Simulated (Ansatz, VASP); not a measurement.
BAs: VASP beside Ansatz

Contents of INCAR:

```
SYSTEM = BAs
PREC = Accurate ; ENCUT = 520
EDIFF = 1E-6 ; ISMEAR = 0
SIGMA = 0.05 ; LREAL = .False.
LASPH = .True. ; NELM = 100
ALGO = Normal ; ISIF = 2
LWAVE = .False. ; LCHARG = .True.
GGA = PE ; LELF = .True.
LVHAR = .True. ; NBANDS = 11
```

Contents of KPOINTS:

```
regular mesh
0
Gamma
  10 10 10
  0 0 0
```

POSCAR

```
BAs
1.0
    0.0000000000      2.4524993843      2.4044111611
    2.4044111611      0.0000000000      2.4044111611
    2.4044111611      2.4524993843      0.0000000000
B As
1 1
Direct
    0.0000000000      0.0000000000      0.0000000000
    0.7500000000      0.7500000000      0.7500000000
```

Input for Ansatz:

```yaml
crystal:
  lattice:
    - [0.0, 2.4524993843, 2.4044111611]
    - [2.4044111611, 0.0, 2.4044111611]
    - [2.4044111611, 2.4524993843, 0.0]
  atoms:
    - { symbol: B, position: [0.0, 0.0, 0.0] }
    - { symbol: As, position: [0.75, 0.75, 0.75] }
basis:
  ecutwfc: 420
kpoints:
  mp_grid: { grid: [10, 10, 10] }
hamiltonian:
  xc: pbe
scf:
  occupations: { method: gaussian, width: 0.05 }
output:
  forces: true
  stress: true
  eigenvalues: true
```

Change from the starting cell: strain +0.0200 x Voigt [0, 1, 0, 0, 0, 0], atoms carried along.

Alike in both runs: task single point; functional PBE; k mesh 10 × 10 × 10; occupations gaussian, width 0.05 eV; no spin polarisation.

|  | VASP | Ansatz |
| --- | --- | --- |
| version | VASP 6.6.1 | Ansatz 0.2.0 |
| potentials or method | VASP PAW PBE potentials, release 64 (B, As), cutoff 520 eV | scalar-relativistic, plane waves, PAW |
| valence electrons in the cell | 8 | 18 |

VASP gave:

- gap on the k mesh at the Fermi level (eV): 1.07
- least direct gap on the mesh (eV): 3.12
- pressure (GPa): -1.9
- traceless stress, the component that is largest in VASP (GPa): -2.70

Problem. What did Ansatz give for the same quantities?

Solution. gap on the k mesh at the Fermi level (eV): 1.08; least direct gap on the mesh (eV): 3.13; pressure (GPa): -2.5; traceless stress, the component that is largest in VASP (GPa): -2.71.

VASP's potentials hold 8 valence electrons a cell and Ansatz's 18, so a difference there can come from the potentials and not from the codes.
